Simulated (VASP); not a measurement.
# PtSe2: relaxation of shape and atoms at fixed volume with PBE

The system is PtSe2.

```
CELL_PARAMETERS angstrom
3.79027 0.00000 0.00000
-1.89514 3.28247 0.00000
0.00000 0.00000 6.77826
ATOMIC_POSITIONS crystal
Pt 0.00000 0.00000 0.00000
Se 0.33333 0.66667 0.19448
Se 0.66667 0.33333 0.80552
```

```json
{
  "Program": "VASP 6.6.1",
  "Task": "relaxation of shape and atoms at fixed volume",
  "Functional": "PBE",
  "Potentials or basis": "VASP PAW PBE potentials, release 64 (Pt, Se)",
  "Cutoff": "600 eV",
  "k mesh": "12 × 12 × 4",
  "Occupations": "gaussian, width 0.02 eV",
  "Spin": "no spin polarisation",
  "Dipole correction": "no",
  "Further INCAR settings": "ALGO = Normal; EDIFF = 1e-06; IBRION = 2; EDIFFG = -0.01; NSW = 50; ISIF = 4"
}
```

| Property | Result |
| --- | --- |
| Energy gained by relaxing | 6.5 meV/atom |
| Ionic steps | 6 |
| Pressure after relaxing | 0.0 GPa |
| Band gap on the k mesh | 1.06 eV (least direct gap 1.20 eV) |

Step by step:
| step | energy change (eV) | largest force (eV/Å) | pressure (GPa) | volume (Å³) |
| --- | --- | --- | --- | --- |
| 1 | 0.0000 | 0.3488 | -2.45 | 84.33 |
| 2 | -0.0117 | 0.1902 | -1.55 | 84.33 |
| 3 | -0.0180 | 0.0241 | -0.34 | 84.33 |
| 4 | -0.0180 | 0.0499 | -0.19 | 84.33 |
| 5 | -0.0191 | 0.0222 | -0.11 | 84.33 |
| 6 | -0.0194 | 0.0017 | -0.04 | 84.33 |

Final structure:
```yaml
crystal:
  lattice:
    - [3.74980, 0.00000, 0.00000]
    - [-1.87490, 3.24743, 0.00000]
    - [0.00000, 0.00000, 6.92535]
  atoms:
    - { symbol: Pt, position: [0.00000, 0.00000, 0.00000] }
    - { symbol: Se, position: [0.33333, 0.66667, 0.18877] }
    - { symbol: Se, position: [0.66667, 0.33333, 0.81123] }
```

Levels at points of the mesh, in eV from the valence-band top:
```tsv
k point	band 8	band 9	band 10	band 11	band 12	band 13	band 14	band 15
(0.00, 0.00, 0.00)	-1.43	-0.31	-0.15	-0.15	2.78	2.78	4.19	5.36
(0.50, 0.00, 0.00)	-2.37	-2.04	-1.96	-1.62	2.14	2.60	4.71	6.13
(0.00, 0.00, 0.50)	-1.23	-1.06	-0.16	-0.16	2.81	2.81	5.35	5.74
(0.50, 0.00, 0.50)	-2.40	-2.08	-1.93	-1.35	2.26	2.52	4.49	5.89
```

Wall time 11 min on 1 thread of Intel Xeon 8259CL (shared host), peak memory 0.3 GiB.

Caveat: spin-orbit coupling is left out, which moves the levels of the heavy elements; this functional lacks dispersion, which binds layers or chains, so the pressure and a relaxed spacing across them are unreliable. A k mesh can miss the band edges.
